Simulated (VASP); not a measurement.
AlN:

```
Al N
1.0
     3.31447    0.00000    0.00000
    -1.65723    2.87041    0.00000
     0.00000    0.00000    4.18623
Al N
2 2
Cartesian
  0.0000 1.9136 1.0466
  1.6572 0.9568 3.1397
  1.6572 0.9568 1.0466
  0.0000 1.9136 3.1397
```

```yaml
Program: VASP 6.6.1
Task: relaxation of cell and atoms
Functional: r2SCAN
Potentials_or_basis: VASP PAW PBE potentials, release 64 (Al, N)
Cutoff: 600 eV
k_mesh: 12 × 12 × 6
Occupations: fermi-dirac, width 0.02 eV
Spin: no spin polarisation
```

At the start: pressure -5.7 GPa; volume 9.96 Å³/atom.

Q: How do energy, volume and symmetry change on relaxing?

A: Over 6 steps the energy falls by 5.0 meV/atom and the volume is 9.69 Å³/atom (-2.7 %); space group P6_3/mmc (No. 194, to 0.1 Å) before and after.

Step by step:
```tsv
step	energy change (eV)	largest force (eV/Å)	pressure (GPa)	volume (Å³)
1	0.0000	0.0000	-5.74	39.83
2	-0.0012	0.0000	6.12	37.81
3	-0.0193	0.0000	0.02	38.78
4	-0.0199	0.0000	0.02	38.76
5	-0.0201	0.0000	0.02	38.75
6	-0.0201	0.0000	0.03	38.75
```

Final structure:
```xyz
4
Lattice="3.2919 0.0000 0.0000 -1.6459 2.8508 0.0000 0.0000 0.0000 4.1291" Properties=species:S:1:pos:R:3 pbc="T T T"
Al    0.0000    1.9006    1.0323
Al    1.6459    0.9503    3.0968
N     1.6459    0.9503    1.0323
N     0.0000    1.9006    3.0968
```

Caveat: the PAW data sets were made with another functional, which shifts forces and pressure a little.
